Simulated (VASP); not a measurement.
# NaCl (P6_3/mmc) in VASP: notebook

Runs on NaCl. Level: PBE. Tasks: single point.

Everything below comes from runs of VASP 6.6.1. Logs are shortened: lines on timing, memory, paths and dates and some standing lists are left out, and cuts for length are marked.

## Step 1: The cell of the first run

It takes space group P6_3/mmc (No. 194, hexagonal). The conventional cell has a = 3.954 Å, b = 3.954 Å, c = 6.841 Å, α = 90.00°, β = 90.00°, γ = 120.00°. Na (site symmetry -3m) has 6 Cl at 2.85 Å and 2 Na at 3.42 Å within 3.8 Å. Cl (site symmetry -6m2) has 6 Na at 2.85 Å within 3.8 Å.

## Step 2: Single point, PBE

Input file INCAR:

```
ALGO = Normal
EDIFF = 1E-6
ENCUT = 500
GGA = PE
GGA_COMPAT = F
ISIF = 2
ISMEAR = 0
LASPH = T
LCHARG = F
LREAL = F
LWAVE = F
NBANDS = 22
NELM = 120
PREC = Accurate
SIGMA = 0.02
```

Input file KPOINTS:

```
k-points
0
Gamma
  9 9 6
```

Input file POSCAR:

```
NaCl
1.0
    3.9539929369      0.0000000000      0.0000000000
   -1.9769964684      3.4242583297      0.0000000000
    0.0000000000      0.0000000000      6.8407156385
Na Cl
2 2
Direct
    0.0000000000      0.0000000000      0.0000000000
    0.0000000000      0.0000000000      0.5000000000
    0.3333333333      0.6666666667      0.2500000000
    0.6666666667      0.3333333333      0.7500000000
```

Potentials or basis: VASP PAW PBE potentials, release 64 (Na_pv, Cl).

Started as:

```console
> cat potpaw_PBE.64/Na_pv/POTCAR potpaw_PBE.64/Cl/POTCAR > POTCAR
> mpirun -np 1 vasp_std > vasp.out
```

OUTCAR:

```text
EDIFF = 1E-6
   ENCUT = 500
   GGA = PE
   ISIF = 2
   ISMEAR = 0
   LASPH = T
   LREAL = F
   NELM = 120
   PREC = Accurate

 ion  position               nearest neighbor table
   1  0.000  0.000  0.000-
   2  0.000  0.000  0.500-
   3  0.333  0.667  0.250-
   4  0.667  0.333  0.750-

  LATTYP: Found a hexagonal cell.
 ALAT       =     3.9539929369
 C/A-ratio  =     1.7300778599

  Lattice vectors:

 A1 = (   3.9539929369,   0.0000000000,   0.0000000000)
 A2 = (  -1.9769964684,   3.4242583297,   0.0000000000)
 A3 = (   0.0000000000,   0.0000000000,   6.8407156385)

Analysis of symmetry for initial positions (statically):
=====================================================================
 Subroutine PRICEL returns:
 Original cell was already a primitive cell.

 Routine SETGRP: Setting up the symmetry group for a
 hexagonal supercell.

 Subroutine GETGRP returns: Found 24 space group operations
 (whereof 12 operations were pure point group operations)
 out of a pool of 24 trial point group operations.

The static configuration has the point symmetry D_3d.
 The point group associated with its full space group is D_6h.

Analysis of symmetry for dynamics (positions and initial velocities):
=====================================================================
 Subroutine PRICEL returns:
 Original cell was already a primitive cell.

 Routine SETGRP: Setting up the symmetry group for a
 hexagonal supercell.

 Subroutine GETGRP returns: Found 24 space group operations
 (whereof 12 operations were pure point group operations)
 out of a pool of 24 trial point group operations.

The dynamic configuration has the point symmetry D_3d.
 The point group associated with its full space group is D_6h.

 Subroutine INISYM returns: Found 24 space group operations
 (whereof 12 operations are pure point group operations),
 and found     1 'primitive' translations

----------------------------------------------------------------------------------------

                                     Primitive cell

  volume of cell :      92.6198

  direct lattice vectors                    reciprocal lattice vectors
     3.953992937  0.000000000  0.000000000     0.252908899  0.146017021  0.000000000
    -1.976996468  3.424258330  0.000000000     0.000000000  0.292034042  0.000000000
     0.000000000  0.000000000  6.840715638     0.000000000  0.000000000  0.146183536

  length of vectors
     3.953992937  3.953992937  6.840715638     0.292034042  0.292034042  0.146183536

  position of ions in fractional coordinates (direct lattice)
     0.000000000  0.000000000  0.000000000
     0.000000000  0.000000000  0.500000000
     0.333333333  0.666666667  0.250000000
     0.666666667  0.333333333  0.750000000

  ion indices of the primitive-cell ions
   primitive index   ion index
                 1           1
                 2           2
                 3           3
                 4           4

----------------------------------------------------------------------------------------

 KPOINTS: k-points

Automatic generation of k-mesh.
 Grid dimensions read from file:
 generate k-points for:    9    9    6

 Generating k-lattice:

  Cartesian coordinates                     Fractional coordinates (reciprocal lattice)
     0.028100989  0.016224113  0.000000000     0.111111111  0.000000000  0.000000000
     0.000000000  0.032448227  0.000000000     0.000000000  0.111111111  0.000000000
     0.000000000  0.000000000  0.024363923     0.000000000  0.000000000  0.166666667

  Length of vectors
     0.032448227  0.032448227  0.024363923

  Shift w.r.t. Gamma in fractional coordinates (k-lattice)
     0.000000000  0.000000000  0.000000000

 Subroutine IBZKPT returns following result:
 ===========================================

 Found     48 irreducible k-points:

 Following reciprocal coordinates:
            Coordinates               Weight
  0.000000  0.000000  0.000000      1.000000
  0.111111  0.000000  0.000000      6.000000
  0.222222 -0.000000  0.000000      6.000000
  0.333333  0.000000  0.000000      6.000000
  0.444444 -0.000000  0.000000      6.000000
  0.111111  0.111111  0.000000      6.000000
[... 16 lines left out ...]
  0.333333  0.222222  0.166667     24.000000
  0.333333  0.333333  0.166667      4.000000
 [... further k-points ...]
   k-points           NKPTS =     48   k-points in BZ     NKDIM =     48   number of bands    NBANDS=     22
   number of dos      NEDOS =    301   number of ions     NIONS =      4
   total plane-waves  NPLWV =  45000
   dimension x,y,z NGX =    30 NGY =   30 NGZ =   50
   dimension x,y,z NGXF=    60 NGYF=   60 NGZF=  100
   ions per type =               2   2
   NGX,Y,Z   is equivalent  to a cutoff of  12.61, 12.61, 12.15 a.u.
   NGXF,Y,Z  is equivalent  to a cutoff of  25.23, 25.23, 24.30 a.u.
 SYSTEM =  unknown system
   PREC   = accura    normal or accurate (medium, high low for compatibility)
   ISTART =      0    job   : 0-new  1-cont  2-samecut
   ICHARG =      2    charge: 1-file 2-atom 10-const
   ISPIN  =      1    spin polarized calculation?
   LNONCOLLINEAR =      F non collinear calculations
   LSORBIT =      F    spin-orbit coupling
   LASPH  =      T    aspherical Exc in radial PAW
   ENCUT  =  500.0 eV  36.75 Ry    6.06 a.u.   7.21  7.21 12.47*2*pi/ulx,y,z
   NELM   =    120;   NELMIN=  2; NELMDL= -5     # of ELM steps
   EDIFF  = 0.1E-05   stopping-criterion for ELM
   LREAL  =      F    real-space projection
[... 7 lines left out ...]
   TEBEG  =    0.0;   TEEND  =   0.0 temperature during run
   PSTRESS=    0.0 pullay stress
   NELECT =      28.0000    total number of electrons
   NUPDOWN=      -1.0000    fix difference up-down
   EMIN   =  10.00;   EMAX   =-10.00  energy-range for DOS
   EFERMI =   0.00;   METHOD = LEGACY
   ISMEAR =     0;   SIGMA  =   0.02  broadening in eV -4-tet -1-fermi 0-gaus
   EFERMI_NEDOS =   21; number of points for ismear=-14 and -15
   IALGO  =     38    algorithm
   IMIX   =      4    mixing-type and parameters
     AMIX     =   0.40;   BMIX     =  1.00
     AMIX_MAG =   1.60;   BMIX_MAG =  1.00
  volume/ion in A,a.u.               =      23.15       156.26
  Fermi-wavevector in a.u.,A,eV,Ry     =   1.098735  2.076308 16.425199  1.207218
  Thomas-Fermi vector in A             =   2.235117
   LORBIT       =      0    0 simple, 1 ext, 2 COOP (PROOUT), +10 PAW based schemes
   GGA     = PE    functional components
   LHFCALC =     F    Hartree Fock is set to
   AEXX    =    0.0000 exact exchange contribution
   IVDW    =     0    specifies the selected vdW correction
   LEPSILON=     F    determine dielectric tensor
   LRPA    =     F    only Hartree local field effects (RPA)
 non-spin polarized calculation
 Gauss-broadening in eV      SIGMA  =   0.02
  energy-cutoff  :      500.00
  volume of cell :       92.62
 maximum number of plane-waves:      2367
 NGX is ok and might be reduce to    30
   NGX = 15   NGY = 15   NGZ = 25

 number of electron      28.0000028 magnetization

 Free energy of the ion-electron system (eV)
  ---------------------------------------------------
  ext. energy  EPLUGINS =         0.00000000
  ---------------------------------------------------
  free energy    TOTEN  =       -13.45447138 eV

  energy without entropy =      -13.45447138  energy(sigma->0) =      -13.45447138

 E-fermi :  -0.6802     XC(G=0):  -8.0258

 val. band max:       -0.8360366926   @ k =   0.0000   0.0000   0.0000
 cond. band min:       4.0596704964   @ k =   0.0000   0.0000   0.0000
 fundamental gap:      4.8957071890
 Fermi energy:        -0.6802238328

 k-point     1 :       0.0000    0.0000    0.0000
  band No.  band energies     occupation
      1     -21.9106      2.00000
      2     -21.8654      2.00000
      3     -21.8654      2.00000
      4     -21.8600      2.00000
      5     -21.8600      2.00000
      6     -21.8557      2.00000
[... 14 lines left out ...]
     21      10.8160      0.00000
     22      10.8160      0.00000

 k-point     2 :       0.1111    0.0000    0.0000
  band No.  band energies     occupation
      1     -21.9095      2.00000
      2     -21.8682      2.00000
      3     -21.8660      2.00000
      4     -21.8620      2.00000
      5     -21.8604      2.00000
      6     -21.8554      2.00000
[... 14 lines left out ...]
     21      10.7879      0.00000
     22      10.8664      0.00000

 k-point     3 :       0.2222   -0.0000    0.0000
  band No.  band energies     occupation
      1     -21.9068      2.00000
      2     -21.8749      2.00000
      3     -21.8673      2.00000
      4     -21.8669      2.00000
      5     -21.8616      2.00000
      6     -21.8547      2.00000
[... 14 lines left out ...]
     21      10.7492      0.00000
     22      11.1515      0.00000

 k-point     4 :       0.3333    0.0000    0.0000
  band No.  band energies     occupation
      1     -21.9038      2.00000
      2     -21.8825      2.00000
      3     -21.8725      2.00000
      4     -21.8688      2.00000
      5     -21.8629      2.00000
      6     -21.8539      2.00000
[... 14 lines left out ...]
     21      10.3546      0.00000
     22      12.1890      0.00000

 k-point     5 :       0.4444   -0.0000    0.0000
  band No.  band energies     occupation
      1     -21.9020      2.00000
      2     -21.8874      2.00000
      3     -21.8761      2.00000
      4     -21.8698      2.00000
      5     -21.8637      2.00000
      6     -21.8534      2.00000
[... 417 lines left out ...]
 k-point    22 :       0.2222    0.2222    0.1667
  band No.  band energies     occupation
      1     -21.8992      2.00000
      2     -21.8822      2.00000
      3     -21.8735      2.00000
      4     -21.8720      2.00000
      5     -21.8661      2.00000
      6     -21.8568      2.00000
[... 14 lines left out ...]
     21       9.5399      0.00000
     22      11.9066      0.00000

 k-point    23 :       0.3333    0.2222    0.1667
  band No.  band energies     occupation
      1     -21.8977      2.00000
      2     -21.8838      2.00000
      3     -21.8754      2.00000
      4     -21.8743      2.00000
      5     -21.8683      2.00000
      6     -21.8564      2.00000
[... 14 lines left out ...]
     21       9.9663      0.00000
     22      12.2342      0.00000

 k-point    24 :       0.3333    0.3333    0.1667
  band No.  band energies     occupation
      1     -21.8972      2.00000
      2     -21.8802      2.00000
      3     -21.8802      2.00000
      4     -21.8721      2.00000
      5     -21.8721      2.00000
      6     -21.8562      2.00000
[... 14 lines left out ...]
     21      10.0689      0.00000
     22      12.3078      0.00000

 [... further k-points ...]
[... 5 lines left out ...]
  --------------------------------------------------------------------------------------
  -------------------------------------------------------------------------------------
  Total       -0.0201560     -0.0201560     -0.0137527     -0.0000000      0.0000000      0.0000000
  in kB       -0.3486672     -0.3486672     -0.2378998     -0.0000000      0.0000000      0.0000000
  external PRESSURE =      -0.3117447 kB  Pullay stress =       0.0000000 kB

 VOLUME and BASIS-vectors are now :
 -----------------------------------------------------------------------------
  energy-cutoff  :      500.00
  volume of cell :       92.62
      direct lattice vectors                 reciprocal lattice vectors
     3.953992937  0.000000000  0.000000000     0.252908899  0.146017021  0.000000000
    -1.976996468  3.424258330  0.000000000     0.000000000  0.292034042  0.000000000
     0.000000000  0.000000000  6.840715638     0.000000000  0.000000000  0.146183536

 POSITION                                       TOTAL-FORCE (eV/Angst)
 -----------------------------------------------------------------------------------
      0.00000      0.00000      0.00000         0.000000      0.000000      0.000000
      0.00000      0.00000      3.42036         0.000000      0.000000      0.000000
     -0.00000      2.28284      1.71018         0.000000      0.000000      0.000000
      1.97700      1.14142      5.13054        -0.000000      0.000000     -0.000000
 -----------------------------------------------------------------------------------
    total drift:                               -0.000000      0.000000     -0.000000

  FREE ENERGIE OF THE ION-ELECTRON SYSTEM (eV)
  ---------------------------------------------------
  free  energy   TOTEN  =       -13.4544713846 eV

  energy  without entropy=      -13.4544713846  energy(sigma->0) =      -13.45447138
```

Run time: 49 s. Hardware: 1 thread of Oxide Virtual Turin-like, shared host; peak memory 0.2 GiB.

What came out:

- Free energy: -13.4545 eV
- Pressure: 0.0 GPa
- Band gap on the k mesh: 4.90 eV

Levels at points of the mesh, in eV from the valence-band top:
```csv
k point,band 11,band 12,band 13,band 14,band 15,band 16,band 17,band 18
"(0.00, 0.00, 0.00)",-0.20,-0.20,0.00,0.00,4.90,7.27,9.90,10.19
"(0.00, 0.00, 0.50)",-0.10,-0.10,-0.10,-0.10,6.33,6.33,9.65,9.65
```

## Step 3: Single point, PBE

This run uses another cell than the first one, of 23.65 Å³/atom.

Input file INCAR:

```
  ALGO = Normal
  EDIFF = 1E-6
  ENCUT = 500
  GGA = PE
  GGA_COMPAT = False
  ISIF = 2
  ISMEAR = 0
  LASPH = True
  LCHARG = True
  LELF = True
  LREAL = False
  LVHAR = True
  LWAVE = False
  NBANDS = 22
  NELM = 120
  PREC = Accurate
  SIGMA = 0.02
```

KPOINTS is that of step 2.

Input file POSCAR:

```
NaCl
1.0
    3.9275809156      0.0000000000      0.0000000000
   -1.9637904578      3.4013848483      0.0000000000
    0.0000000000      0.0000000000      7.0822099020
Na Cl
2 2
Direct
    0.0000000000      0.0000000000      0.0000000000
    0.3333333333      0.6666666667      0.5000000000
    0.6666666667      0.3333333333      0.2500000000
    0.6666666667      0.3333333333      0.7500000000
```

Potentials or basis: VASP PAW PBE potentials, release 64 (Na_pv, Cl).

Started as:

```console
> cat potpaw_PBE.64/Na_pv/POTCAR potpaw_PBE.64/Cl/POTCAR > POTCAR
> mpirun -np 1 vasp_std > vasp.out
```

Run time: 66 s. Hardware: 1 thread of Oxide Virtual Turin-like, shared host; peak memory 0.21 GiB.

The run converged. Its results:

```yaml
Free_energy: -13.3207 eV
Pressure: -0.1 GPa
Band_gap_on_the_k_mesh: 4.38 eV (least direct gap 4.57 eV)
```

Levels at points of the mesh, in eV from the valence-band top:
```tsv
k point	band 12	band 13	band 14	band 15	band 16	band 17
(0.00, 0.00, 0.00)	-0.18	-0.18	-0.18	4.38	7.40	8.54
(0.00, 0.00, 0.50)	-0.31	-0.31	-0.31	5.66	5.66	9.84
```
